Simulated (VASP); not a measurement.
Bi, 2 atoms in the cell. The cell holds a slab with vacuum, 2 atoms: a = 4.081 Å, b = 4.081 Å, c = 28.000 Å, α = 90.00°, β = 90.00°, γ = 120.00°. 

```yaml
Program: VASP 6.6.1
Task: single point
Functional: LDA
Potentials_or_basis: VASP PAW LDA potentials, release 64 (Bi_d)
Cutoff: 520 eV
k_mesh: 9 × 9 × 1
Occupations: gaussian, width 0.02 eV
Spin: no spin polarisation
Dipole_correction: yes
Further_INCAR_settings: ALGO = Normal; EDIFF = 1e-06; NBANDS = 22
```

Potentials or basis: VASP PAW LDA potentials, release 64 (Bi_d).

Launch:

```console
$ cat potpaw_LDA.64/Bi_d/POTCAR > POTCAR
$ mpirun -np 1 vasp_std > vasp.out
```

Hardware: 1 thread of Intel(R) Xeon(R) Platinum 8488C (Sapphire Rapids), with other jobs on the host.

Q: How long does it take, and how much memory?

A: Wall time 96 s on 1 thread of Intel(R) Xeon(R) Platinum 8488C (Sapphire Rapids), with other jobs on the host, peak memory 0.36 GiB. Counts: scf iterations 20, k points 12.
